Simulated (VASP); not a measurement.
# LiTmH4 (I-4) in VASP: single point with PBE

Aim: the single point of LiTmH4 with PBE.

All numbers are computed with VASP 6.6.1; they aren't measurements. Logs are shortened: lines on timing, memory, paths and dates and some standing lists are left out, and cuts for length are marked.

## Step 1: The cell of the first run

Symmetry: I-4, No. 82, tetragonal system. The conventional cell has a = 5.164 Å, b = 5.164 Å, c = 4.826 Å, α = 90.00°, β = 90.00°, γ = 90.00°. Li (site symmetry -4) has 4 H at 1.78 Å within 2.4 Å. Tm (site symmetry -4) has 8 H at 2.21 to 2.23 Å and 4 Li at 2.85 Å within 2.9 Å. Within 2.6 Å of H (site symmetry 1) lie 1 Li at 1.78 Å and 2 Tm at 2.21 to 2.23 Å and 4 H at 2.45 to 2.55 Å.

The cell was generated, and may not be a known phase.

## Step 2: Single point, PBE

INCAR reads:

```
SYSTEM = LiTmH4
  PREC = Accurate
  ENCUT = 750
  EDIFF = 1E-6
  ISMEAR = 0
  SIGMA = 0.15
  LREAL = .FALSE.
  LASPH = .TRUE.
  NELM = 200
  ALGO = Normal
  ISIF = 2
  LWAVE = .FALSE.
  LCHARG = .FALSE.
  GGA = PE
  NBANDS = 17
  GGA_COMPAT = .FALSE.
  LMAXMIX = 6
```

KPOINTS reads:

```
regular mesh
0
G
  4 4 4
  0 0 0
```

POSCAR reads:

```
LiTmH4
1.0
   -2.5818872943      2.5818872943      2.4128527116
    2.5818872943     -2.5818872943      2.4128527116
    2.5818872943      2.5818872943     -2.4128527116
Li Tm H
1 1 4
Direct
    0.0000000000      0.0000000000      0.0000000000
    0.7500000000      0.2500000000      0.5000000000
    0.6752460601      0.1532706783     -0.0497037511
    0.2750501888      0.3247539399      0.4780246181
    0.8467293217     -0.2029744294      0.5219753819
    1.2029744294      0.7249498112      1.0497037511
```

Potentials or basis: VASP PAW PBE potentials, release 64 (Li_sv, Tm_3, H), 4f in core.

Run with:

```
> cat potpaw_PBE.64/Li_sv/POTCAR potpaw_PBE.64/Tm_3/POTCAR potpaw_PBE.64/H/POTCAR > POTCAR
> mpirun -np 1 vasp_std > vasp.out
```

OUTCAR:

```text
SYSTEM = LiTmH4
   PREC = Accurate
   ENCUT = 750
   EDIFF = 1E-6
   ISMEAR = 0
   LREAL = .FALSE.
   LASPH = .TRUE.
   NELM = 200
   ISIF = 2
   GGA = PE

 ion  position               nearest neighbor table
   1  0.000  0.000  0.000-   2 2.85   2 2.85   2 2.85   2 2.85
   2  0.750  0.250  0.500-   4 2.21   3 2.21   6 2.21   5 2.21   5 2.23   6 2.23   3 2.23   4 2.23
                             1 2.85   1 2.85   1 2.85   1 2.85
   3  0.675  0.153  0.950-   2 2.21   2 2.23
   4  0.275  0.325  0.478-   2 2.21   2 2.23
   5  0.847  0.797  0.522-   2 2.21   2 2.23
   6  0.203  0.725  0.050-   2 2.21   2 2.23

  LATTYP: Found a body centered tetragonal cell.
 ALAT       =     5.1637745886
 C/A-ratio  =     0.9345306114

  Lattice vectors:

 A1 = (  -2.5818872943,   2.5818872943,   2.4128527116)
 A2 = (   2.5818872943,  -2.5818872943,   2.4128527116)
 A3 = (   2.5818872943,   2.5818872943,  -2.4128527116)

Analysis of symmetry for initial positions (statically):
=====================================================================
 Subroutine PRICEL returns:
 Original cell was already a primitive cell.

 Routine SETGRP: Setting up the symmetry group for a
 body centered tetragonal supercell.

 Subroutine GETGRP returns: Found  4 space group operations
 (whereof  4 operations were pure point group operations)
 out of a pool of 16 trial point group operations.

The static configuration has the point symmetry S_4 .

Analysis of symmetry for dynamics (positions and initial velocities):
=====================================================================
 Subroutine PRICEL returns:
 Original cell was already a primitive cell.

 Routine SETGRP: Setting up the symmetry group for a
 body centered tetragonal supercell.

 Subroutine GETGRP returns: Found  4 space group operations
 (whereof  4 operations were pure point group operations)
 out of a pool of 16 trial point group operations.

The dynamic configuration has the point symmetry S_4 .

 Subroutine INISYM returns: Found  4 space group operations
 (whereof  4 operations are pure point group operations),
 and found     1 'primitive' translations

----------------------------------------------------------------------------------------

                                     Primitive cell

  volume of cell :      64.3377

  direct lattice vectors                    reciprocal lattice vectors
    -2.581887294  2.581887294  2.412852712     0.000000000  0.193656788  0.207223590
     2.581887294 -2.581887294  2.412852712     0.193656788  0.000000000  0.207223590
     2.581887294  2.581887294 -2.412852712     0.193656788  0.193656788  0.000000000

  length of vectors
     4.376544551  4.376544551  4.376544551     0.283627516  0.283627516  0.273872056

  position of ions in fractional coordinates (direct lattice)
     0.000000000  0.000000000  0.000000000
     0.750000000  0.250000000  0.500000000
     0.675246060  0.153270678  0.950296249
     0.275050189  0.324753940  0.478024618
     0.846729322  0.797025571  0.521975382
     0.202974429  0.724949811  0.049703751

  ion indices of the primitive-cell ions
   primitive index   ion index
                 1           1
                 2           2
                 3           3
                 4           4
                 5           5
                 6           6

----------------------------------------------------------------------------------------

 KPOINTS: regular mesh

Automatic generation of k-mesh.
 Grid dimensions read from file:
 generate k-points for:    4    4    4

 Generating k-lattice:

  Cartesian coordinates                     Fractional coordinates (reciprocal lattice)
     0.000000000  0.048414197  0.051805897     0.250000000  0.000000000  0.000000000
     0.048414197  0.000000000  0.051805897     0.000000000  0.250000000  0.000000000
     0.048414197  0.048414197  0.000000000     0.000000000  0.000000000  0.250000000

  Length of vectors
     0.070906879  0.070906879  0.068468014

  Shift w.r.t. Gamma in fractional coordinates (k-lattice)
     0.000000000  0.000000000  0.000000000

 Subroutine IBZKPT returns following result:
 ===========================================

 Found     14 irreducible k-points:

 Following reciprocal coordinates:
            Coordinates               Weight
  0.000000  0.000000  0.000000      1.000000
  0.250000  0.000000  0.000000      8.000000
  0.500000  0.000000  0.000000      4.000000
  0.250000  0.250000  0.000000      8.000000
  0.500000  0.250000  0.000000      8.000000
 -0.250000  0.500000  0.000000      8.000000
 -0.250000  0.250000  0.000000      4.000000
  0.500000  0.500000  0.000000      2.000000
  0.250000  0.250000  0.250000      2.000000
 -0.250000  0.250000  0.250000      4.000000
  0.500000  0.500000  0.250000      4.000000
 -0.250000  0.500000  0.250000      8.000000
 -0.250000 -0.250000  0.250000      2.000000
  0.500000  0.500000  0.500000      1.000000
   k-points           NKPTS =     14   k-points in BZ     NKDIM =     14   number of bands    NBANDS=     17
   number of dos      NEDOS =    301   number of ions     NIONS =      6
   total plane-waves  NPLWV =  64000
   dimension x,y,z NGX =    40 NGY =   40 NGZ =   40
   dimension x,y,z NGXF=    80 NGYF=   80 NGZF=   80
   ions per type =               1   1   4
   NGX,Y,Z   is equivalent  to a cutoff of  15.19, 15.19, 15.19 a.u.
   NGXF,Y,Z  is equivalent  to a cutoff of  30.39, 30.39, 30.39 a.u.
 SYSTEM =  LiTmH4
   PREC   = accura    normal or accurate (medium, high low for compatibility)
   ISTART =      0    job   : 0-new  1-cont  2-samecut
   ICHARG =      2    charge: 1-file 2-atom 10-const
   ISPIN  =      1    spin polarized calculation?
   LNONCOLLINEAR =      F non collinear calculations
   LSORBIT =      F    spin-orbit coupling
   LASPH  =      T    aspherical Exc in radial PAW
   ENCUT  =  750.0 eV  55.12 Ry    7.42 a.u.   9.77  9.77  9.77*2*pi/ulx,y,z
   NELM   =    200;   NELMIN=  2; NELMDL= -5     # of ELM steps
   EDIFF  = 0.1E-05   stopping-criterion for ELM
   LREAL  =      F    real-space projection
   EDIFFG = 0.1E-04   stopping-criterion for IOM
   NSW    =      0    number of steps for IOM
   IBRION =     -1    ionic relax: 0-MD 1-quasi-New 2-CG
   NFREE  =      0    steps in history (QN), initial steepest desc. (CG)
   ISIF   =      2    stress and relaxation
   ISYM   =      2    0-nonsym 1-usesym 2-fastsym
   POTIM  = 0.5000    time-step for ionic-motion
   TEBEG  =    0.0;   TEEND  =   0.0 temperature during run
   PSTRESS=    0.0 pullay stress
   NELECT =      16.0000    total number of electrons
   NUPDOWN=      -1.0000    fix difference up-down
   EMIN   =  10.00;   EMAX   =-10.00  energy-range for DOS
   EFERMI =   0.00;   METHOD = LEGACY
   ISMEAR =     0;   SIGMA  =   0.15  broadening in eV -4-tet -1-fermi 0-gaus
   EFERMI_NEDOS =   21; number of points for ismear=-14 and -15
   IALGO  =     38    algorithm
   IMIX   =      4    mixing-type and parameters
     AMIX     =   0.40;   BMIX     =  1.00
     AMIX_MAG =   1.60;   BMIX_MAG =  1.00
  volume/ion in A,a.u.               =      10.72        72.36
  Fermi-wavevector in a.u.,A,eV,Ry     =   1.029500  1.945473 14.420412  1.059870
  Thomas-Fermi vector in A             =   2.163551
   LORBIT       =      0    0 simple, 1 ext, 2 COOP (PROOUT), +10 PAW based schemes
   GGA     = PE    functional components
   LHFCALC =     F    Hartree Fock is set to
   AEXX    =    0.0000 exact exchange contribution
   IVDW    =     0    specifies the selected vdW correction
   LEPSILON=     F    determine dielectric tensor
   LRPA    =     F    only Hartree local field effects (RPA)
 non-spin polarized calculation
 Gauss-broadening in eV      SIGMA  =   0.15
  energy-cutoff  :      750.00
  volume of cell :       64.34
 maximum number of plane-waves:      3050
   NGX = 19   NGY = 19   NGZ = 19

 number of electron      16.0000001 magnetization

 Free energy of the ion-electron system (eV)
  ---------------------------------------------------
  ext. energy  EPLUGINS =         0.00000000
  ---------------------------------------------------
  free energy    TOTEN  =       -21.34786884 eV

  energy without entropy =      -21.34786884  energy(sigma->0) =      -21.34786884

 E-fermi :   0.5027     XC(G=0):  -8.6831

 val. band max:       -0.2406519003   @ k =  -0.2500   0.5000   0.2500
 cond. band min:       1.2027773016   @ k =   0.5000   0.5000   0.5000
 fundamental gap:      1.4434292019
 Fermi energy:         0.5026711299

 k-point     1 :       0.0000    0.0000    0.0000
  band No.  band energies     occupation
      1     -44.5428      2.00000
      2     -24.4569      2.00000
      3     -24.4569      2.00000
      4     -24.3747      2.00000
      5      -5.9930      2.00000
      6      -2.0184      2.00000
[... 9 lines left out ...]
     16       9.2719      0.00000
     17      10.4873      0.00000

 k-point     2 :       0.2500    0.0000    0.0000
  band No.  band energies     occupation
      1     -44.5428      2.00000
      2     -24.4739      2.00000
      3     -24.4704      2.00000
      4     -24.3870      2.00000
      5      -5.2603      2.00000
      6      -2.2781      2.00000
[... 9 lines left out ...]
     16       9.6802      0.00000
     17      10.6393      0.00000

 k-point     3 :       0.5000    0.0000    0.0000
  band No.  band energies     occupation
      1     -44.5428      2.00000
      2     -24.4953      2.00000
      3     -24.4837      2.00000
      4     -24.3948      2.00000
      5      -3.9238      2.00000
      6      -2.9069      2.00000
[... 192 lines left out ...]
 k-point    13 :      -0.2500   -0.2500    0.2500
  band No.  band energies     occupation
      1     -44.5427      2.00000
      2     -24.4842      2.00000
      3     -24.4842      2.00000
      4     -24.4045      2.00000
      5      -4.3742      2.00000
      6      -2.2558      2.00000
[... 9 lines left out ...]
     16       9.8996      0.00000
     17       9.8996      0.00000

 k-point    14 :       0.5000    0.5000    0.5000
  band No.  band energies     occupation
      1     -44.5427      2.00000
      2     -24.5129      2.00000
      3     -24.5129      2.00000
      4     -24.4190      2.00000
      5      -2.5071      2.00000
      6      -2.5071      2.00000
[... 9 lines left out ...]
     16      10.3261      0.00000
     17      14.3996      0.00000

------------------------ aborting loop because EDIFF is reached ----------------------------------------

  FORCE on cell =-STRESS in cart. coord.  units (eV):
  Direction    XX          YY          ZZ          XY          YZ          ZX
  --------------------------------------------------------------------------------------
  -------------------------------------------------------------------------------------
  Total        0.2695144      0.2695144      0.0960535      0.0000001      0.0000000      0.0000000
  in kB        6.7116165      6.7116165      2.3919841      0.0000034      0.0000000      0.0000000
  external PRESSURE =       5.2717390 kB  Pullay stress =       0.0000000 kB

 VOLUME and BASIS-vectors are now :
 -----------------------------------------------------------------------------
  energy-cutoff  :      750.00
  volume of cell :       64.34
      direct lattice vectors                 reciprocal lattice vectors
    -2.581887294  2.581887294  2.412852712     0.000000000  0.193656788  0.207223590
     2.581887294 -2.581887294  2.412852712     0.193656788  0.000000000  0.207223590
     2.581887294  2.581887294 -2.412852712     0.193656788  0.193656788  0.000000000

 POSITION                                       TOTAL-FORCE (eV/Angst)
 -----------------------------------------------------------------------------------
      0.00000      0.00000      0.00000         0.000000     -0.000000     -0.000000
     -0.00000      2.58189      1.20643         0.000000     -0.000000      0.000000
      1.10588      3.80124     -0.29384        -0.031273     -0.006557     -0.071644
      1.36254      1.10588      0.29384         0.006557     -0.031273      0.071644
      1.21935      1.47601      2.70669        -0.006557      0.031273      0.071644
      1.47601     -1.21935      2.11902         0.031273      0.006557     -0.071644
 -----------------------------------------------------------------------------------
    total drift:                                0.000000      0.000000     -0.000000

  FREE ENERGIE OF THE ION-ELECTRON SYSTEM (eV)
  ---------------------------------------------------
  free  energy   TOTEN  =       -21.3478688373 eV

  energy  without entropy=      -21.3478688373  energy(sigma->0) =      -21.34786884
```

It took 28 s on 1 thread of Intel Xeon 8259CL, shared host; peak memory 0.25 GiB.

What came out:

```yaml
Free_energy: -21.3479 eV
Pressure: 0.5 GPa
Largest_force: 0.078 eV/Å
Band_gap_on_the_k_mesh: 1.44 eV (least direct gap 1.90 eV)
```

Forces in eV/Å, atoms in the order of the input:
```
Li   0.000  0.000  0.000
Tm   0.000  0.000  0.000
H   -0.031 -0.007 -0.072
H    0.007 -0.031  0.072
H   -0.007  0.031  0.072
H    0.031  0.007 -0.072
```

Stress tensor (GPa, compression positive):
```
0.67 0.00 0.00
0.00 0.67 0.00
0.00 0.00 0.24
```

Levels at points of the mesh, in eV from the valence-band top:
| k point | band 5 | band 6 | band 7 | band 8 | band 9 | band 10 | band 11 | band 12 |
| --- | --- | --- | --- | --- | --- | --- | --- | --- |
| (0.00, 0.00, 0.00) | -5.75 | -1.78 | -1.43 | -1.43 | 3.74 | 4.36 | 6.74 | 6.74 |
| (0.50, 0.00, 0.00) | -3.68 | -2.67 | -2.30 | -0.21 | 2.94 | 4.53 | 4.71 | 4.94 |
| (0.50, 0.50, 0.00) | -4.23 | -2.65 | -1.34 | -0.25 | 3.39 | 4.21 | 4.60 | 4.88 |
| (0.50, 0.50, 0.50) | -2.27 | -2.27 | -0.94 | -0.46 | 1.44 | 3.45 | 4.38 | 4.56 |

Caveat: the k points lie up to 0.45 Å⁻¹ apart; spin-orbit coupling is left out, which moves the levels of the heavy elements; the 4f electrons are frozen in the core, so they carry no moment and show no levels.
